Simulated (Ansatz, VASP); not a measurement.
# Cu in VASP and in Ansatz

```xyz
1
Lattice="0.0000 1.7821 1.7821 1.7821 0.0000 1.7821 1.7821 1.7821 0.0000" Properties=species:S:1:pos:R:3 pbc="T T T"
Cu    0.0000    0.0000    0.0000
```

Alike in both runs: functional PBEsol; k mesh 20 × 20 × 20; occupations fermi-dirac, width 0.15 eV; no spin polarisation.

Ansatz relaxed the structure, and its values are those at the end. VASP's run is a single point on that final structure, the one shown.

```csv
,VASP,Ansatz
version,VASP 6.6.1,Ansatz 0.2.0
potentials or method,"VASP PAW PBE potentials, release 64 (Cu), cutoff 520 eV","scalar-relativistic, plane waves, PAW"
valence electrons in the cell,11,19
```

|  | VASP | Ansatz | Ansatz less VASP |
| --- | --- | --- | --- |
| gap on the k mesh at the Fermi level (eV) | none | none | - |
| pressure (GPa) | 0.8 | 0.0 | -0.79 |

VASP's potentials were made for PBE, not for PBEsol. A gap of «none» marks a metal or a gap that the smearing closes. VASP's potentials hold 11 valence electrons a cell and Ansatz's 19, so a difference there can come from the potentials and not from the codes.
